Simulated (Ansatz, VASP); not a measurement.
Hf2ZrC3 in VASP and in Ansatz

Contents of INCAR:

```
SYSTEM = Hf2ZrC3
ALGO     = Normal         ! electronic algorithm
EDIFF    = 1E-6           ! SCF threshold, eV
ENCUT    = 520            ! plane-wave cutoff, eV
GGA      = PE             ! functional
ISIF     = 2              ! what is computed and relaxed
ISMEAR   = 0              ! smearing method
LASPH    = .TRUE.         ! aspherical terms in the spheres
LCHARG   = .FALSE.        ! write CHGCAR
LREAL    = .FALSE.        ! projectors in reciprocal space
LWAVE    = .FALSE.        ! write WAVECAR
NBANDS   = 31             ! bands
NELM     = 60             ! most SCF steps
PREC     = Accurate       ! precision mode
SIGMA    = 0.1            ! smearing width, eV
```

File KPOINTS:

```
k-points
0
G
  6 6 6
  0 0 0
```

POSCAR

```
Hf2ZrC3
1.0
    5.5084150000      0.0000000000      0.0000000000
   -2.7542075000      4.7704273300      0.0000000000
    0.0000000000      0.0000000000      3.3184412600
Zr Hf C
1 2 3
Direct
    0.0000000000      0.0000000000      0.0000000000
    0.3333333300      0.6666666700      0.0000000000
    0.6666666700      0.3333333300      0.0000000000
    0.5000000000      0.0000000000      0.5000000000
    0.5000000000      0.5000000000      0.5000000000
    0.0000000000      0.5000000000      0.5000000000
```

Input for Ansatz:

```yaml
crystal:
  lattice:
    - [5.508415, 0.0, 0.0]
    - [-2.7542075, 4.77042733, 0.0]
    - [0.0, 0.0, 3.31844126]
  atoms:
    - { symbol: Zr, position: [0.0, 0.0, 0.0] }
    - { symbol: Hf, position: [0.33333333, 0.66666667, 0.0] }
    - { symbol: Hf, position: [0.66666667, 0.33333333, 0.0] }
    - { symbol: C, position: [0.5, 0.0, 0.5] }
    - { symbol: C, position: [0.5, 0.5, 0.5] }
    - { symbol: C, position: [0.0, 0.5, 0.5] }
basis:
  ecutwfc: 420
kpoints:
  mp_grid: { grid: [6, 6, 6] }
hamiltonian:
  xc: pbe
scf:
  occupations: { method: gaussian, width: 0.1 }
  lower_state_search: "off"
output:
  forces: true
  stress: true
  eigenvalues: true
```

Change from the starting cell: species swapped into the HoCo3B2 type (P6/mmm, No. 191).

Alike in both runs: task single point; functional PBE; k mesh 6 × 6 × 6; occupations gaussian, width 0.1 eV; no spin polarisation.

```csv
,VASP,Ansatz
version,VASP 6.6.1,Ansatz 0.2.0
potentials or method,"VASP PAW PBE potentials, release 64 (Zr_sv, Hf_pv, C), cutoff 520 eV","scalar-relativistic, plane waves, PAW"
valence electrons in the cell,44,76
```

Ansatz gave:

```
gap on the k mesh at the Fermi level (eV)                     : none
pressure (GPa)                                                : -5.6
traceless stress, the component that is largest in VASP (GPa) : -18.32
```

Estimate VASP's values.

gap on the k mesh at the Fermi level (eV): none; pressure (GPa): -5.8; traceless stress, the component that is largest in VASP (GPa): -18.34.

A gap of «none» marks a metal or a gap that the smearing closes. VASP's potentials hold 44 valence electrons a cell and Ansatz's 76, so a difference there can come from the potentials and not from the codes.

Neither program's run includes spin-orbit coupling.
